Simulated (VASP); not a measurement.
# Nb16Pd in VASP: single point with LDA

Aim: the single point of Nb16Pd with LDA.

Program: VASP 6.6.1. These are calculated values, not measurements. Logs are shortened: lines on timing, memory, paths and dates and some standing lists are left out, and cuts for length are marked.

### Step 1. The cell of the first run

The cell holds a slab with vacuum, 17 atoms: a = 6.600 Å, b = 6.600 Å, c = 16.950 Å, α = 90.00°, β = 90.00°, γ = 90.00°.

### Step 2. Single point, LDA

The input, INCAR:

```
PREC     = Accurate       # precision mode
ENCUT    = 520            # plane-wave cutoff, eV
EDIFF    = 1E-7           # SCF threshold, eV
ISMEAR   = 0              # smearing method
SIGMA    = 0.05           # smearing width, eV
LREAL    = Auto         
LASPH    = True           # aspherical terms in the spheres
NELM     = 100            # most SCF steps
ALGO     = Normal         # electronic algorithm
ISIF     = 2              # what is computed and relaxed
LWAVE    = False          # write WAVECAR
LCHARG   = False          # write CHGCAR
NBANDS   = 123            # bands
```

The input, KPOINTS:

```
regular mesh
0
Gamma
  3 3 1
```

The input, POSCAR:

```
Nb16Pd
1.0
    6.6000000000      0.0000000000      0.0000000000
    0.0000000000      6.6000000000      0.0000000000
    0.0000000000      0.0000000000     16.9500000000
Nb Pd
16 1
Direct
    0.2500000000      0.2500000000      0.0589971091
    0.7500000000      0.2500000000      0.0589971091
    0.2500000000      0.7500000000      0.0589971091
    0.7500000000      0.7500000000      0.0589971091
    0.0010784848     -0.0057453030      0.1416051917
    0.4988148485     -0.0045166667      0.1406792330
   -0.0004353030      0.4954242424      0.1412143363
    0.4988460606      0.4932587879      0.1407526844
    0.2472504545      0.2407298485      0.2405489676
    0.7536051515      0.2366962121      0.2369214159
    0.2513589394      0.7347663636      0.2373187611
    0.7448186364      0.7387665152      0.2391627139
    0.0087834848     -0.0396324242      0.3257390560
    0.4934469697     -0.0130050000      0.3240980531
   -0.0171800000      0.5044056061      0.3260676696
    0.5112427273      0.4623668182      0.3261610619
    0.7510434848      1.1808195455      0.4081232448
```

Potentials or basis: VASP PAW LDA potentials, release 64 (Nb_sv, Pd).

Launch:

```console
cat potpaw_LDA.64/Nb_sv/POTCAR potpaw_LDA.64/Pd/POTCAR > POTCAR
mpirun -np 1 vasp_std > vasp.out
```

OUTCAR:

```text
PREC = Accurate
   ENCUT = 520
   EDIFF = 1E-7
   ISMEAR = 0
   LREAL = Auto
   LASPH = True
   NELM = 100
   ISIF = 2

 ion  position               nearest neighbor table
   1  0.250  0.250  0.059-   8 2.68   7 2.70   6 2.73   5 2.74
   2  0.750  0.250  0.059-   8 2.69   7 2.70   6 2.74   5 2.75  10 3.02
   3  0.250  0.750  0.059-   6 2.69   5 2.69   8 2.74   7 2.74  11 3.02
   4  0.750  0.750  0.059-   6 2.70   5 2.70   7 2.73   8 2.75
   5  0.001  0.994  0.142-   3 2.69   4 2.70   1 2.74   2 2.75  10 2.80   9 2.85  11 2.88  12 2.90

   6  0.499  0.995  0.141-   3 2.69   4 2.70   1 2.73   2 2.74  10 2.83   9 2.87  12 2.88  11 2.88

   7  1.000  0.495  0.141-   2 2.70   1 2.70   4 2.73   3 2.74  11 2.81  12 2.86  10 2.86   9 2.89

   8  0.499  0.493  0.141-   1 2.68   2 2.69   3 2.74   4 2.75  11 2.81  12 2.84  10 2.89   9 2.90

   9  0.247  0.241  0.241-  16 2.70  14 2.73  13 2.83   5 2.85  15 2.86   6 2.87   7 2.89   8 2.90

  10  0.754  0.237  0.237-  16 2.66  15 2.77   5 2.80  14 2.80   6 2.83   7 2.86   8 2.89  13 2.90
                            17 2.93   2 3.02
  11  0.251  0.735  0.237-  13 2.65  14 2.74  15 2.78   8 2.81   7 2.81   5 2.88   6 2.88  16 2.91
                             3 3.02
  12  0.745  0.739  0.239-  15 2.65  13 2.71  14 2.74  16 2.81   8 2.84   7 2.86   6 2.88   5 2.90

  13  0.009  0.960  0.326-  17 2.64  11 2.65  12 2.71   9 2.83  10 2.90  15 3.01
  14  0.493  0.987  0.324-  17 2.56   9 2.73  11 2.74  12 2.74  10 2.80
  15  0.983  0.504  0.326-  12 2.65  10 2.77  11 2.78   9 2.86  17 2.97  13 3.01
  16  0.511  0.462  0.326-  10 2.66   9 2.70  12 2.81  17 2.81  11 2.91
  17  0.751  0.181  0.408-  14 2.56  13 2.64  16 2.81  10 2.93  15 2.97

  LATTYP: Found a simple tetragonal cell.
 ALAT       =     6.6000000000
 C/A-ratio  =     2.5681818182

  Lattice vectors:

 A1 = (   6.6000000000,   0.0000000000,   0.0000000000)
 A2 = (   0.0000000000,   6.6000000000,   0.0000000000)
 A3 = (   0.0000000000,   0.0000000000,  16.9500000000)

Analysis of symmetry for initial positions (statically):
=====================================================================
 Subroutine PRICEL returns:
 Original cell was already a primitive cell.

 Routine SETGRP: Setting up the symmetry group for a
 simple tetragonal supercell.

 Subroutine GETGRP returns: Found  1 space group operations
 (whereof  1 operations were pure point group operations)
 out of a pool of 16 trial point group operations.

The static configuration has the point symmetry C_1 .

Analysis of symmetry for dynamics (positions and initial velocities):
=====================================================================
 Subroutine PRICEL returns:
 Original cell was already a primitive cell.

 Routine SETGRP: Setting up the symmetry group for a
 simple tetragonal supercell.

 Subroutine GETGRP returns: Found  1 space group operations
 (whereof  1 operations were pure point group operations)
 out of a pool of 16 trial point group operations.

The dynamic configuration has the point symmetry C_1 .

 Subroutine INISYM returns: Found  1 space group operations
 (whereof  1 operations are pure point group operations),
 and found     1 'primitive' translations

----------------------------------------------------------------------------------------

                                     Primitive cell

  volume of cell :     738.3420

  direct lattice vectors                    reciprocal lattice vectors
     6.600000000  0.000000000  0.000000000     0.151515152  0.000000000  0.000000000
     0.000000000  6.600000000  0.000000000     0.000000000  0.151515152  0.000000000
     0.000000000  0.000000000 16.950000000     0.000000000  0.000000000  0.058997050

  length of vectors
     6.600000000  6.600000000 16.950000000     0.151515152  0.151515152  0.058997050

  position of ions in fractional coordinates (direct lattice)
     0.250000000  0.250000000  0.058997109
     0.750000000  0.250000000  0.058997109
     0.250000000  0.750000000  0.058997109
     0.750000000  0.750000000  0.058997109
     0.001078485  0.994254697  0.141605192
     0.498814848  0.995483333  0.140679233
[... 9 lines left out ...]
     0.511242727  0.462366818  0.326161062
     0.751043485  0.180819546  0.408123245

  ion indices of the primitive-cell ions
   primitive index   ion index
                 1           1
                 2           2
                 3           3
                 4           4
                 5           5
                 6           6
[... 9 lines left out ...]
                16          16
                17          17

----------------------------------------------------------------------------------------

 KPOINTS: regular mesh

Automatic generation of k-mesh.
 Grid dimensions read from file:
 generate k-points for:    3    3    1

 Generating k-lattice:

  Cartesian coordinates                     Fractional coordinates (reciprocal lattice)
     0.050505051  0.000000000  0.000000000     0.333333333  0.000000000  0.000000000
     0.000000000  0.050505051  0.000000000     0.000000000  0.333333333  0.000000000
     0.000000000  0.000000000  0.058997050     0.000000000  0.000000000  1.000000000

  Length of vectors
     0.050505051  0.050505051  0.058997050

  Shift w.r.t. Gamma in fractional coordinates (k-lattice)
     0.000000000  0.000000000  0.000000000

 Subroutine IBZKPT returns following result:
 ===========================================

 Found      5 irreducible k-points:

 Following reciprocal coordinates:
            Coordinates               Weight
  0.000000  0.000000  0.000000      1.000000
  0.333333  0.000000  0.000000      2.000000
  0.000000  0.333333  0.000000      2.000000
  0.333333  0.333333  0.000000      2.000000
 -0.333333  0.333333  0.000000      2.000000
   k-points           NKPTS =      5   k-points in BZ     NKDIM =      5   number of bands    NBANDS=    123
   number of dos      NEDOS =    301   number of ions     NIONS =     17
   total plane-waves  NPLWV = 315000
   dimension x,y,z NGX =    50 NGY =   50 NGZ =  126
   dimension x,y,z NGXF=   100 NGYF=  100 NGZF=  252
   ions per type =              16   1
   NGX,Y,Z   is equivalent  to a cutoff of  12.59, 12.59, 12.36 a.u.
   NGXF,Y,Z  is equivalent  to a cutoff of  25.19, 25.19, 24.72 a.u.
 SYSTEM =  unknown system
   PREC   = accura    normal or accurate (medium, high low for compatibility)
   ISTART =      0    job   : 0-new  1-cont  2-samecut
   ICHARG =      2    charge: 1-file 2-atom 10-const
   ISPIN  =      1    spin polarized calculation?
   LNONCOLLINEAR =      F non collinear calculations
   LSORBIT =      F    spin-orbit coupling
   LASPH  =      T    aspherical Exc in radial PAW
   ENCUT  =  520.0 eV  38.22 Ry    6.18 a.u.  12.27 12.27 31.52*2*pi/ulx,y,z
   NELM   =    100;   NELMIN=  2; NELMDL= -5     # of ELM steps
   EDIFF  = 0.1E-06   stopping-criterion for ELM
   LREAL  =      T    real-space projection
   EDIFFG = 0.1E-05   stopping-criterion for IOM
   NSW    =      0    number of steps for IOM
   IBRION =     -1    ionic relax: 0-MD 1-quasi-New 2-CG
   NFREE  =      0    steps in history (QN), initial steepest desc. (CG)
   ISIF   =      2    stress and relaxation
   ISYM   =      2    0-nonsym 1-usesym 2-fastsym
   POTIM  = 0.5000    time-step for ionic-motion
   TEBEG  =    0.0;   TEEND  =   0.0 temperature during run
   PSTRESS=    0.0 pullay stress
   NELECT =     218.0000    total number of electrons
   NUPDOWN=      -1.0000    fix difference up-down
   EMIN   =  10.00;   EMAX   =-10.00  energy-range for DOS
   EFERMI =   0.00;   METHOD = LEGACY
   ISMEAR =     0;   SIGMA  =   0.05  broadening in eV -4-tet -1-fermi 0-gaus
   EFERMI_NEDOS =   21; number of points for ismear=-14 and -15
   IALGO  =     38    algorithm
   IMIX   =      4    mixing-type and parameters
     AMIX     =   0.40;   BMIX     =  1.00
     AMIX_MAG =   1.60;   BMIX_MAG =  1.00
  volume/ion in A,a.u.               =      43.43       293.09
  Fermi-wavevector in a.u.,A,eV,Ry     =   1.090120  2.060029 16.168654  1.188363
  Thomas-Fermi vector in A             =   2.226338
   LORBIT       =      0    0 simple, 1 ext, 2 COOP (PROOUT), +10 PAW based schemes
   GGA     = CA    functional components
   LHFCALC =     F    Hartree Fock is set to
   AEXX    =    0.0000 exact exchange contribution
   IVDW    =     0    specifies the selected vdW correction
   LEPSILON=     F    determine dielectric tensor
   LRPA    =     F    only Hartree local field effects (RPA)
 non-spin polarized calculation
 Gauss-broadening in eV      SIGMA  =   0.05
  energy-cutoff  :      520.00
  volume of cell :      738.34
 maximum number of plane-waves:     19887
 NGX is ok and might be reduce to    50
   NGX = 25   NGY = 25   NGZ = 63

 number of electron     218.0000003 magnetization

 Free energy of the ion-electron system (eV)
  ---------------------------------------------------
  ext. energy  EPLUGINS =         0.00000000
  ---------------------------------------------------
  free energy    TOTEN  =      -171.40307344 eV

  energy without entropy =     -171.37477590  energy(sigma->0) =     -171.38892467

 E-fermi :   2.4144     XC(G=0):  -6.4662

 val. band max:        2.4044382795   @ k =   0.3333   0.3333   0.0000
 cond. band min:       2.4252350211   @ k =   0.0000   0.0000   0.0000
 fundamental gap:      0.0207967416
 Fermi energy:         2.4143982450

 k-point     1 :       0.0000    0.0000    0.0000
  band No.  band energies     occupation
      1     -52.2428      2.00000
      2     -52.2118      2.00000
      3     -52.1663      2.00000
      4     -52.1588      2.00000
      5     -52.1549      2.00000
      6     -52.1329      2.00000
[... 113 lines left out ...]
    120       3.7821      0.00000
    121       3.8853      0.00000

 k-point     2 :       0.3333    0.0000    0.0000
  band No.  band energies     occupation
      1     -52.2251      2.00000
      2     -52.2055      2.00000
      3     -52.1784      2.00000
      4     -52.1620      2.00000
      5     -52.1537      2.00000
      6     -52.1361      2.00000
[... 113 lines left out ...]
    120       3.3348      0.00000
    121       3.3883      0.00000

 k-point     3 :       0.0000    0.3333    0.0000
  band No.  band energies     occupation
      1     -52.2240      2.00000
      2     -52.2024      2.00000
      3     -52.1838      2.00000
      4     -52.1653      2.00000
      5     -52.1547      2.00000
      6     -52.1389      2.00000
[... 113 lines left out ...]
    120       3.3246      0.00000
    121       3.3774      0.00000

 k-point     4 :       0.3333    0.3333    0.0000
  band No.  band energies     occupation
      1     -52.2102      2.00000
      2     -52.1977      2.00000
      3     -52.1777      2.00000
      4     -52.1689      2.00000
      5     -52.1617      2.00000
      6     -52.1459      2.00000
[... 113 lines left out ...]
    120       2.9578      0.00000
    121       2.9641      0.00000

 k-point     5 :      -0.3333    0.3333    0.0000
  band No.  band energies     occupation
      1     -52.2108      2.00000
      2     -52.1979      2.00000
      3     -52.1774      2.00000
      4     -52.1692      2.00000
      5     -52.1601      2.00000
      6     -52.1459      2.00000
[... 113 lines left out ...]
    120       2.9591      0.00000
    121       2.9823      0.00000
 [bands above 121 left out]

------------------------ aborting loop because EDIFF is reached ----------------------------------------

  FORCE on cell =-STRESS in cart. coord.  units (eV):
  Direction    XX          YY          ZZ          XY          YZ          ZX
  --------------------------------------------------------------------------------------
  -------------------------------------------------------------------------------------
  Total      -14.0704900    -13.8148056     -1.8894985      0.3681918      2.5533388      0.2241766
  in kB      -30.5324904    -29.9776639     -4.1001482      0.7989639      5.5406594      0.4864557
  external PRESSURE =     -21.5367675 kB  Pullay stress =       0.0000000 kB

 VOLUME and BASIS-vectors are now :
 -----------------------------------------------------------------------------
  energy-cutoff  :      520.00
  volume of cell :      738.34
      direct lattice vectors                 reciprocal lattice vectors
     6.600000000  0.000000000  0.000000000     0.151515152  0.000000000  0.000000000
     0.000000000  6.600000000  0.000000000     0.000000000  0.151515152  0.000000000
     0.000000000  0.000000000 16.950000000     0.000000000  0.000000000  0.058997050

 POSITION                                       TOTAL-FORCE (eV/Angst)
 -----------------------------------------------------------------------------------
      1.65000      1.65000      1.00000        -0.026638     -0.076870      0.146236
      4.95000      1.65000      1.00000         0.008749     -0.005983      0.095379
      1.65000      4.95000      1.00000        -0.010141     -0.024405     -0.054075
      4.95000      4.95000      1.00000        -0.011816     -0.071907     -0.011019
      0.00712      6.56208      2.40021         0.002599     -0.027980      0.033428
      3.29218      6.57019      2.38451         0.010574     -0.026183      0.029914
[... 9 lines left out ...]
      3.37420      3.05162      5.52843        -0.056927      0.051776      0.006697
      4.95689      1.19341      6.91769         0.054812      0.774317     -0.366870
 -----------------------------------------------------------------------------------
    total drift:                                0.000107     -0.003032     -0.001644

  FREE ENERGIE OF THE ION-ELECTRON SYSTEM (eV)
  ---------------------------------------------------
  free  energy   TOTEN  =      -171.4030734391 eV

  energy  without entropy=     -171.3747759025  energy(sigma->0) =     -171.38892467
```

Wall time 54 min (1 thread of Intel Xeon 8259CL, shared host); peak memory 0.67 GiB.

Results:

- Free energy: -171.4031 eV
- Largest force: 0.859 eV/Å
- Band gap on the k mesh: zero (bands 109 and 110 overlap by 0.15 eV)

Forces on the atoms (eV/Å):
```
Nb  -0.027 -0.077  0.146
Nb   0.009 -0.006  0.095
Nb  -0.010 -0.024 -0.054
Nb  -0.012 -0.072 -0.011
Nb   0.003 -0.028  0.033
Nb   0.011 -0.026  0.030
Nb   0.000 -0.036  0.011
Nb   0.004 -0.022  0.002
Nb  -0.012 -0.043  0.052
Nb  -0.004 -0.058 -0.048
Nb   0.014 -0.046 -0.010
Nb  -0.015 -0.067  0.053
Nb   0.086 -0.112  0.021
Nb  -0.040 -0.076 -0.006
Nb  -0.003 -0.133  0.045
Nb  -0.057  0.052  0.007
Pd   0.055  0.774 -0.367
```

Caveat: there is no dipole correction, which matters where the two faces differ.

The gap in the log of VASP goes by the Fermi energy; the results here count the filled bands.